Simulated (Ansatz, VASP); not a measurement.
## CdF2 in VASP and in Ansatz

```
Cd F
1.0
     0.00000    2.74054    2.74054
     2.74054    0.00000    2.74054
     2.74054    2.74054    0.00000
Cd F
1 2
Cartesian
  2.7405 2.7405 2.7405
  1.3703 1.3703 1.3703
  4.1108 4.1108 4.1108
```

Change from the starting cell: the structure that the rattled cell fell into.

Alike in both runs: functional PBE; k mesh 8 × 8 × 8; occupations gaussian, width 0.02 eV; no spin polarisation.

Ansatz relaxed the structure, and its values are those at the end. VASP's run is a single point on that final structure, the one shown.

|  | VASP | Ansatz |
| --- | --- | --- |
| version | VASP 6.6.1 | Ansatz 0.2.0 |
| potentials or method | VASP PAW PBE potentials, release 64 (Cd, F), cutoff 520 eV | scalar-relativistic, plane waves, PAW |
| valence electrons in the cell | 26 | 34 |

Ansatz gave:

| Quantity | Value |
| --- | --- |
| gap on the k mesh at the Fermi level (eV) | 2.92 |
| least direct gap on the mesh (eV) | 3.47 |
| pressure (GPa) | 0.0 |

Which values does VASP return?

gap on the k mesh at the Fermi level (eV): 2.89; least direct gap on the mesh (eV): 3.44; pressure (GPa): 0.5.

VASP's potentials hold 26 valence electrons a cell and Ansatz's 34, so a difference there can come from the potentials and not from the codes.
